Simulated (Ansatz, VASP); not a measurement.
## Two plane-wave programs on Cu

```
CELL_PARAMETERS angstrom
-1.44407 1.44407 1.31072
1.44407 -1.44407 1.31072
1.44407 1.44407 -1.31072
ATOMIC_POSITIONS crystal
Cu 0.00000 0.00000 0.00000
```

Alike in both runs: functional LDA; k mesh 16 × 16 × 16; occupations fermi-dirac, width 0.05 eV; no spin polarisation.

Ansatz relaxed the structure, and its values are those at the end. VASP's run is a single point on that final structure, the one shown.

|  | VASP | Ansatz |
| --- | --- | --- |
| version | VASP 6.6.1 | Ansatz 0.2.0 |
| potentials or method | VASP PAW LDA potentials, release 64 (Cu) | PAW with Ansatz's default frozen-core files, scalar-relativistic |
| plane-wave cutoff (eV) | 520 | 420 |
| valence electrons in the cell | 11 | 19 |

Ansatz gave:

```
pressure (GPa) : 0.0
```

Task: Estimate VASP's values.

Result: Pressure (GPa): 0.9.

LDA's correlation is that of Perdew and Zunger in VASP and of Perdew and Wang (1992) in Ansatz. VASP's potentials hold 11 valence electrons a cell and Ansatz's 19, so a difference there can come from the potentials and not from the codes.
